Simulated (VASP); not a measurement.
# ZrS (Fm-3m) in VASP: a series of runs, part 2 of 2

VASP 6.6.1. Earlier steps stand in the parts before.

### 4 Single point, r2SCAN+rVV10+U

This run uses another cell than the first one, of 17.73 Å³/atom.

POSCAR reads:

```
ZrS
1.0
    0.0000000000      2.6073820195      2.6073820195
    2.6073820195      0.0000000000      2.6073820195
    2.6073820195      2.6073820195      0.0000000000
Zr S
1 1
Direct
    0.0000000000      0.0000000000      0.0000000000
    0.5000000000      0.5000000000      0.5000000000
```

INCAR.step1 reads:

```
ALGO     = Normal         # electronic algorithm
EDIFF    = 1E-4           # SCF threshold, eV
ENCUT    = 520            # plane-wave cutoff, eV
GGA      = PE             # functional
ISMEAR   = -1             # smearing method
LASPH    = True           # aspherical terms in the spheres
LCHARG   = False          # write CHGCAR
LDAU     = True           # DFT+U
LDAUJ    = 0 0          
LDAUL    = 2 -1           # shell
LDAUTYPE = 2            
LDAUU    = 4.5 0          # U, eV
LMAXMIX  = 4              # l up to which the mixer works
LREAL    = False          # projectors in reciprocal space
LWAVE    = True           # write WAVECAR
NBANDS   = 16             # bands
NELM     = 150            # most SCF steps
PREC     = Accurate       # precision mode
SIGMA    = 0.05           # smearing width, eV
```

INCAR.step2 reads:

```
ALGO     = Normal         # electronic algorithm
BPARAM   = 11.95        
CPARAM   = 0.0093       
EDIFF    = 1E-6           # SCF threshold, eV
ENCUT    = 520            # plane-wave cutoff, eV
ISIF     = 2              # what is computed and relaxed
ISMEAR   = -1             # smearing method
ISTART   = 1            
IVDW_NL  = 2            
LASPH    = True           # aspherical terms in the spheres
LCHARG   = False          # write CHGCAR
LDAU     = True           # DFT+U
LDAUJ    = 0 0          
LDAUL    = 2 -1           # shell
LDAUPRINT= 1            
LDAUTYPE = 2            
LDAUU    = 4.5 0          # U, eV
LMAXMIX  = 4              # l up to which the mixer works
LMIXTAU  = True         
LREAL    = False          # projectors in reciprocal space
LUSE_VDW = True         
LWAVE    = False          # write WAVECAR
METAGGA  = R2SCAN         # meta-GGA
NBANDS   = 16             # bands
NELM     = 150            # most SCF steps
PREC     = Accurate       # precision mode
SIGMA    = 0.05           # smearing width, eV
```

KPOINTS reads:

```
k-points
0
Gamma
  9 9 9
```

The run is started by

```sh
$ cat potpaw_PBE.64/Zr_sv/POTCAR potpaw_PBE.64/S/POTCAR > POTCAR
$ cp INCAR.step1 INCAR
$ mpirun -np 1 vasp_std > vasp.out
$ cp INCAR.step2 INCAR
$ mpirun -np 1 vasp_std > vasp.out
```

Wall time 2.6 min (1 thread of Intel Xeon 8259CL, shared host); peak memory 0.27 GiB.

Results (log left out):

```
Free energy            : -30.5517 eV
Pressure               : 6.9 GPa
Band gap on the k mesh : zero (bands 9 and 10 overlap by 2.42 eV)
```

Levels at points of the mesh, in eV from the Fermi level:
| k point | band 6 | band 7 | band 8 | band 9 | band 10 | band 11 | band 12 | band 13 |
| --- | --- | --- | --- | --- | --- | --- | --- | --- |
| (0.00, 0.00, 0.00) | -4.31 | -4.31 | -4.31 | -1.38 | -1.38 | -1.38 | -0.31 | -0.31 |

Eigenvalues of the final occupation matrices:
```tsv
site	spin	trace	eigenvalues
site 1 d	1	0.76	0.12 0.12 0.17 0.17 0.17
site 1 d	2	0.76	0.12 0.12 0.17 0.17 0.17
```

Caveat: the cell stands under pressure; the PAW data sets were made with another functional, which shifts forces and pressure a little; U without spin polarisation on a metal has little footing.

### 5 Single point, r2SCAN+rVV10+U

This run uses another cell than the first one, of 18.09 Å³/atom.

POSCAR reads:

```
ZrS
1.0
    0.0000000000      2.6250000000      2.6250000000
    2.6250000000      0.0000000000      2.6250000000
    2.6250000000      2.6250000000      0.0000000000
Zr S
1 1
Direct
    0.0000000000      0.0000000000      0.0000000000
    0.5000000000      0.5000000000      0.5000000000
```

INCAR.step1 reads:

```
SYSTEM = ZrS
PREC = Accurate
ENCUT = 520
ISMEAR = -1
SIGMA = 0.05
LREAL = .FALSE.
LASPH = .TRUE.
NELM = 150
LMAXMIX = 4
LDAU = .TRUE.
LDAUTYPE = 2
LDAUL = 2 -1
LDAUU = 4.5 0
LDAUJ = 0 0
NBANDS = 16
GGA = PE
ALGO = Normal
EDIFF = 1E-4
LWAVE = .TRUE.
LCHARG = .FALSE.
```

INCAR.step2 reads:

```
SYSTEM = ZrS
PREC = Accurate
ENCUT = 520
EDIFF = 1E-6
ISMEAR = -1
SIGMA = 0.05
LREAL = .FALSE.
LASPH = .TRUE.
NELM = 150
ALGO = Normal
ISIF = 2
LWAVE = .FALSE.
LCHARG = .TRUE.
LMAXMIX = 4
LDAU = .TRUE.
LDAUTYPE = 2
LDAUL = 2 -1
LDAUU = 4.5 0
LDAUJ = 0 0
LDAUPRINT = 1
METAGGA = R2SCAN
LMIXTAU = .TRUE.
LUSE_VDW = .TRUE.
IVDW_NL = 2
BPARAM = 11.95
CPARAM = 0.0093
LELF = .TRUE.
LVHAR = .TRUE.
NBANDS = 16
ISTART = 1
```

KPOINTS reads:

```
regular mesh
0
G
  9 9 9
  0 0 0
```

Potentials or basis: VASP PAW PBE potentials, release 64 (Zr_sv, S).

The run is started by

```sh
$ cat potpaw_PBE.64/Zr_sv/POTCAR potpaw_PBE.64/S/POTCAR > POTCAR
$ cp INCAR.step1 INCAR
$ mpirun -np 1 vasp_std > vasp.out
$ cp INCAR.step2 INCAR
$ mpirun -np 1 vasp_std > vasp.out
```

OUTCAR:

```text
SYSTEM = ZrS
   PREC = Accurate
   ENCUT = 520
   EDIFF = 1E-6
   ISMEAR = -1
   LREAL = .FALSE.
   LASPH = .TRUE.
   NELM = 150
   ISIF = 2
   METAGGA = R2SCAN
   IVDW_NL = 2
   BPARAM = 11.95
   ISTART = 1

 ion  position               nearest neighbor table
   1  0.000  0.000  0.000-   2 2.62   2 2.62   2 2.62   2 2.62   2 2.62   2 2.62
   2  0.500  0.500  0.500-   1 2.62   1 2.62   1 2.62   1 2.62   1 2.62   1 2.62

  LATTYP: Found a face centered cubic cell.
 ALAT       =     5.2500000000

  Lattice vectors:

 A1 = (   0.0000000000,   2.6250000000,   2.6250000000)
 A2 = (   2.6250000000,   0.0000000000,   2.6250000000)
 A3 = (   2.6250000000,   2.6250000000,   0.0000000000)

Analysis of symmetry for initial positions (statically):
=====================================================================
 Subroutine PRICEL returns:
 Original cell was already a primitive cell.

 Routine SETGRP: Setting up the symmetry group for a
 face centered cubic supercell.

 Subroutine GETGRP returns: Found 48 space group operations
 (whereof 48 operations were pure point group operations)
 out of a pool of 48 trial point group operations.

The static configuration has the point symmetry O_h .

Analysis of symmetry for dynamics (positions and initial velocities):
=====================================================================
 Subroutine PRICEL returns:
 Original cell was already a primitive cell.

 Routine SETGRP: Setting up the symmetry group for a
 face centered cubic supercell.

 Subroutine GETGRP returns: Found 48 space group operations
 (whereof 48 operations were pure point group operations)
 out of a pool of 48 trial point group operations.

The dynamic configuration has the point symmetry O_h .

 Subroutine INISYM returns: Found 48 space group operations
 (whereof 48 operations are pure point group operations),
 and found     1 'primitive' translations

----------------------------------------------------------------------------------------

                                     Primitive cell

  volume of cell :      36.1758

  direct lattice vectors                    reciprocal lattice vectors
     0.000000000  2.625000000  2.625000000    -0.190476190  0.190476190  0.190476190
     2.625000000  0.000000000  2.625000000     0.190476190 -0.190476190  0.190476190
     2.625000000  2.625000000  0.000000000     0.190476190  0.190476190 -0.190476190

  length of vectors
     3.712310601  3.712310601  3.712310601     0.329914440  0.329914440  0.329914440

  position of ions in fractional coordinates (direct lattice)
     0.000000000  0.000000000  0.000000000
     0.500000000  0.500000000  0.500000000

  ion indices of the primitive-cell ions
   primitive index   ion index
                 1           1
                 2           2

[... 81 lines left out ...]
   PSTRESS=    0.0 pullay stress
   NELECT =      18.0000    total number of electrons
   NUPDOWN=      -1.0000    fix difference up-down
   EMIN   =  10.00;   EMAX   =-10.00  energy-range for DOS
   EFERMI =   0.00;   METHOD = LEGACY
   ISMEAR =    -1;   SIGMA  =   0.05  broadening in eV -4-tet -1-fermi 0-gaus
   EFERMI_NEDOS =   21; number of points for ismear=-14 and -15
   IALGO  =     38    algorithm
   IMIX   =      4    mixing-type and parameters
     AMIX     =   0.40;   BMIX     =  1.00
     AMIX_MAG =   1.60;   BMIX_MAG =  1.00
  volume/ion in A,a.u.               =      18.09       122.06
  Fermi-wavevector in a.u.,A,eV,Ry     =   1.297258  2.451462 22.896950  1.682878
  Thomas-Fermi vector in A             =   2.428662
   LORBIT       =      0    0 simple, 1 ext, 2 COOP (PROOUT), +10 PAW based schemes
 LDA+U is selected, type is set to LDAUTYPE =  2
   angular momentum for each species LDAUL =     2   -1
   U (eV)           for each species LDAUU =   4.5  0.0
   J (eV)           for each species LDAUJ =   0.0  0.0
   METAGGA = R2SCAN    functional components
   LHFCALC =     F    Hartree Fock is set to
   AEXX    =    0.0000 exact exchange contribution
   IVDW_NL    =     2    kernel type
   BPARAM     =11.9500
   IVDW    =     0    specifies the selected vdW correction
   LEPSILON=     F    determine dielectric tensor
   LRPA    =     F    only Hartree local field effects (RPA)
 non-spin polarized calculation
  energy-cutoff  :      520.00
  volume of cell :       36.18
 maximum number of plane-waves:       984
   NGX = 13   NGY = 13   NGZ = 13

atom =   1  type =  1  l = 2

 onsite density matrix

spin component  1

  0.1744  0.0000 -0.0000 -0.0000 -0.0000
  0.0000  0.1744  0.0000 -0.0000  0.0000
 -0.0000  0.0000  0.1137 -0.0000  0.0000
 -0.0000 -0.0000 -0.0000  0.1744 -0.0000
 -0.0000  0.0000  0.0000 -0.0000  0.1137

spin component  2

  0.1744  0.0000 -0.0000 -0.0000 -0.0000
  0.0000  0.1744  0.0000 -0.0000  0.0000
 -0.0000  0.0000  0.1137 -0.0000  0.0000
 -0.0000 -0.0000 -0.0000  0.1744 -0.0000
 -0.0000  0.0000  0.0000 -0.0000  0.1137

 occupancies and eigenvectors

  o =  0.1137  v =  0.0000  0.0000  0.9999  0.0000 -0.0101  0.0000  0.0000  0.0000  0.0000  0.0000      0.0000  0.0000  0.0000  0.0000  0.0000  0.0000  0.0000  0.0000  0.0000  0.0000
  o =  0.1137  v =  0.0000  0.0000  0.0000  0.0000  0.0000  0.0000  0.0000  0.9999  0.0000 -0.0101      0.0000  0.0000  0.0000  0.0000  0.0000  0.0000  0.0000  0.0000  0.0000  0.0000
  o =  0.1137  v =  0.0000  0.0000  0.0101  0.0000  0.9999  0.0000  0.0000  0.0000  0.0000  0.0000      0.0000  0.0000  0.0000  0.0000  0.0000  0.0000  0.0000  0.0000  0.0000  0.0000
  o =  0.1137  v =  0.0000  0.0000  0.0000  0.0000  0.0000  0.0000  0.0000  0.0101  0.0000  0.9999      0.0000  0.0000  0.0000  0.0000  0.0000  0.0000  0.0000  0.0000  0.0000  0.0000
  o =  0.1744  v =  0.0000  0.0000  0.0000  0.0000  0.0000  1.0000  0.0000  0.0000  0.0000  0.0000      0.0000  0.0000  0.0000  0.0000  0.0000  0.0000  0.0000  0.0000  0.0000  0.0000
  o =  0.1744  v =  1.0000  0.0000  0.0000  0.0000  0.0000  0.0000  0.0000  0.0000  0.0000  0.0000      0.0000  0.0000  0.0000  0.0000  0.0000  0.0000  0.0000  0.0000  0.0000  0.0000
  o =  0.1744  v =  0.0000  0.0000  0.0000  0.0000  0.0000  0.0000 -0.9435  0.0000 -0.3312  0.0000      0.0000  0.0000  0.0000  0.0000  0.0000  0.0000  0.0000  0.0000  0.0000  0.0000
  o =  0.1744  v =  0.0000 -0.9435  0.0000 -0.3312  0.0000  0.0000  0.0000  0.0000  0.0000  0.0000      0.0000  0.0000  0.0000  0.0000  0.0000  0.0000  0.0000  0.0000  0.0000  0.0000
  o =  0.1744  v =  0.0000 -0.3312 -0.0000  0.9435 -0.0000  0.0000  0.0000  0.0000  0.0000  0.0000      0.0000  0.0000  0.0000  0.0000  0.0000  0.0000  0.0000  0.0000  0.0000  0.0000
  o =  0.1744  v =  0.0000  0.0000  0.0000  0.0000  0.0000  0.0000 -0.3312 -0.0000  0.9435 -0.0000      0.0000  0.0000  0.0000  0.0000  0.0000  0.0000  0.0000  0.0000  0.0000  0.0000

 number of electron      18.0000000 magnetization

 Free energy of the ion-electron system (eV)
  ---------------------------------------------------
  ext. energy  EPLUGINS =         0.00000000
  ---------------------------------------------------
  free energy    TOTEN  =       -30.57570861 eV

  energy without entropy =      -30.56405063  energy(sigma->0) =      -30.56987962

 E-fermi :  11.4598     XC(G=0): -12.0372

 val. band max:       11.4571500943   @ k =  -0.4444   0.2222   0.1111
 cond. band min:      11.5345911159   @ k =   0.2222   0.1111   0.0000
 fundamental gap:      0.0774410216
 Fermi energy:        11.4597572713

 k-point     1 :       0.0000    0.0000    0.0000
  band No.  band energies     occupation
      1     -41.5557      2.00000
      2     -18.7750      2.00000
      3     -18.7750      2.00000
      4     -18.7750      2.00000
      5      -5.6890      2.00000
      6       7.1497      2.00000
[... 433 lines left out ...]
      3     -18.8762      2.00000
      4     -18.8762      2.00000
      5      -4.6912      2.00000
      6       4.1551      2.00000
[... 8 lines left out ...]
     15      20.0716      0.00000
     16      22.1701      0.00000

 [... further k-points ...]
[... 5 lines left out ...]
  --------------------------------------------------------------------------------------
  -------------------------------------------------------------------------------------
  Total        0.8325701      0.8325701      0.8325701      0.0000000     -0.0000000     -0.0000000
  in kB       36.8734238     36.8734238     36.8734238      0.0000000     -0.0000000     -0.0000000
  external PRESSURE =      36.8734238 kB  Pullay stress =       0.0000000 kB

 VOLUME and BASIS-vectors are now :
 -----------------------------------------------------------------------------
  energy-cutoff  :      520.00
  volume of cell :       36.18
      direct lattice vectors                 reciprocal lattice vectors
     0.000000000  2.625000000  2.625000000    -0.190476190  0.190476190  0.190476190
     2.625000000  0.000000000  2.625000000     0.190476190 -0.190476190  0.190476190
     2.625000000  2.625000000  0.000000000     0.190476190  0.190476190 -0.190476190

 POSITION                                       TOTAL-FORCE (eV/Angst)
 -----------------------------------------------------------------------------------
      0.00000      0.00000      0.00000        -0.000000      0.000000      0.000000
      2.62500      2.62500      2.62500         0.000000     -0.000000     -0.000000
 -----------------------------------------------------------------------------------
    total drift:                                0.000000      0.000000      0.000000

  FREE ENERGIE OF THE ION-ELECTRON SYSTEM (eV)
  ---------------------------------------------------
  free  energy   TOTEN  =       -30.5757086111 eV

  energy  without entropy=      -30.5640506262  energy(sigma->0) =      -30.56987962
```

Wall time 2.4 min (1 thread of Intel Xeon 8259CL, shared host); peak memory 0.28 GiB.

What came out:

| Quantity | Value |
| --- | --- |
| Free energy | -30.5757 eV |
| Pressure | 3.7 GPa |
| Band gap on the k mesh | zero (bands 9 and 10 overlap by 2.36 eV) |

Levels at points of the mesh, in eV from the Fermi level:
```tsv
k point	band 6	band 7	band 8	band 9	band 10	band 11	band 12	band 13
(0.00, 0.00, 0.00)	-4.31	-4.31	-4.31	-1.34	-1.34	-1.34	-0.29	-0.29
```

Eigenvalues of the final occupation matrices:
```tsv
site	spin	trace	eigenvalues
site 1 d	1	0.75	0.11 0.11 0.17 0.17 0.17
site 1 d	2	0.75	0.11 0.11 0.17 0.17 0.17
```

Caveat: the cell stands under pressure; the PAW data sets were made with another functional, which shifts forces and pressure a little; U without spin polarisation on a metal has little footing.

### 6 Single point, r2SCAN+rVV10+U

This run uses another cell than the first one, of 18.45 Å³/atom.

POSCAR reads:

```
ZrS
1.0
    0.0000000000      2.6423846126      2.6423846126
    2.6423846126      0.0000000000      2.6423846126
    2.6423846126      2.6423846126      0.0000000000
Zr S
1 1
Direct
    0.0000000000      0.0000000000      0.0000000000
    0.5000000000      0.5000000000      0.5000000000
```

INCAR.step1 reads:

```
SYSTEM = ZrS
  PREC = Accurate
  ENCUT = 520
  ISMEAR = -1
  SIGMA = 0.05
  LREAL = .FALSE.
  LASPH = .TRUE.
  NELM = 150
  LMAXMIX = 4
  LDAU = .TRUE.
  LDAUTYPE = 2
  LDAUL = 2 -1
  LDAUU = 4.5 0
  LDAUJ = 0 0
  NBANDS = 16
  GGA = PE
  ALGO = Normal
  EDIFF = 1E-4
  LWAVE = .TRUE.
  LCHARG = .FALSE.
```

INCAR.step2 reads:

```
SYSTEM = ZrS
  PREC = Accurate
  ENCUT = 520
  EDIFF = 1E-6
  ISMEAR = -1
  SIGMA = 0.05
  LREAL = .FALSE.
  LASPH = .TRUE.
  NELM = 150
  ALGO = Normal
  ISIF = 2
  LWAVE = .FALSE.
  LCHARG = .FALSE.
  LMAXMIX = 4
  LDAU = .TRUE.
  LDAUTYPE = 2
  LDAUL = 2 -1
  LDAUU = 4.5 0
  LDAUJ = 0 0
  LDAUPRINT = 1
  METAGGA = R2SCAN
  LMIXTAU = .TRUE.
  LUSE_VDW = .TRUE.
  IVDW_NL = 2
  BPARAM = 11.95
  CPARAM = 0.0093
  NBANDS = 16
  ISTART = 1
```

KPOINTS reads:

```
Automatic mesh
0
G
  9 9 9
  0 0 0
```

Potentials or basis: VASP PAW PBE potentials, release 64 (Zr_sv, S).

The run is started by

```sh
$ cat potpaw_PBE.64/Zr_sv/POTCAR potpaw_PBE.64/S/POTCAR > POTCAR
$ cp INCAR.step1 INCAR
$ mpirun -np 1 vasp_std > vasp.out
$ cp INCAR.step2 INCAR
$ mpirun -np 1 vasp_std > vasp.out
```

Wall time 2.5 min (1 thread of Intel Xeon 8259CL, shared host); peak memory 0.28 GiB.

It converged, with:

```yaml
Free_energy: -30.5859 eV
Pressure: 0.8 GPa
Band_gap_on_the_k_mesh: zero (bands 9 and 10 overlap by 2.30 eV)
```

Levels at points of the mesh, in eV from the Fermi level:
| k point | band 7 | band 8 | band 9 | band 10 | band 11 | band 12 |
| --- | --- | --- | --- | --- | --- | --- |
| (0.00, 0.00, 0.00) | -4.30 | -4.30 | -1.30 | -1.30 | -1.30 | -0.26 |

Eigenvalues of the final occupation matrices:
| site | spin | trace | eigenvalues |
| --- | --- | --- | --- |
| site 1 d | 1 | 0.74 | 0.11 0.11 0.17 0.17 0.17 |
| site 1 d | 2 | 0.74 | 0.11 0.11 0.17 0.17 0.17 |

Caveat: the PAW data sets were made with another functional, which shifts forces and pressure a little; U without spin polarisation on a metal has little footing.

### 7 Summary

| cell | gap on the mesh (eV) | pressure (GPa) |
| --- | --- | --- |
| a = 3.637 Å, angles 60.0°, 2 atoms | none | 14.4 |
| a = 3.662 Å, angles 60.0°, 2 atoms | none | 10.5 |
| a = 3.687 Å, angles 60.0°, 2 atoms | none | 6.9 |
| a = 3.712 Å, angles 60.0°, 2 atoms | none | 3.7 |
| a = 3.737 Å, angles 60.0°, 2 atoms | none | 0.8 |

Alike in all rows: task single point; level r2SCAN+rVV10+U; potentials or basis VASP PAW PBE potentials, release 64 (Zr_sv, S); no spin polarisation; Zr d U = 4.5 eV; k mesh 9 × 9 × 9; cutoff (eV) 520; smearing fermi-dirac 0.05 eV.

Caveats: the PAW data sets were made with another functional, which shifts forces and pressure a little; U without spin polarisation on a metal has little footing; the cell stands under pressure (at least some runs).

Absolute energies hang on the potentials; compare differences alone.
